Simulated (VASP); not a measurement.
A run of VASP 6.6.1:

Contents of INCAR:

```
SYSTEM = TiTe2
  ALGO = Normal
  EDIFF = 1E-6
  ENCUT = 500
  GGA = PE
  GGA_COMPAT = .FALSE.
  ISIF = 2
  ISMEAR = -1
  LASPH = .TRUE.
  LCHARG = .TRUE.
  LELF = .TRUE.
  LREAL = .FALSE.
  LVHAR = .TRUE.
  LWAVE = .FALSE.
  NBANDS = 19
  NELM = 120
  PREC = Accurate
  SIGMA = 0.15
```

Contents of KPOINTS:

```
k-points
0
G
  15 15 8
  0 0 0
```

Contents of POSCAR:

```
TiTe2
1.0
    3.7659708705      0.0000000000      0.0000000000
   -1.8829854353      3.2614264438      0.0000000000
    0.0000000000      0.0000000000      6.9214250652
Ti Te
1 2
Direct
    0.0000000000      0.0000000000      0.0000000000
    0.6666666667      0.3333333333      0.2506267045
    0.3333333333      0.6666666667      0.7493732955
```

Potentials or basis: VASP PAW PBE potentials, release 64 (Ti_sv, Te).

The run is started by

```sh
$ cat potpaw_PBE.64/Ti_sv/POTCAR potpaw_PBE.64/Te/POTCAR > POTCAR
$ mpirun -np 1 vasp_std > vasp.out
```

Hardware: 1 thread of Oxide Virtual Turin-like Processor, with other jobs on the host.

How long does it take, and how much memory?

Wall time 10 min on 1 thread of Oxide Virtual Turin-like Processor, on a shared host, peak memory 0.37 GiB. Counts: scf iterations 17, k points 192.
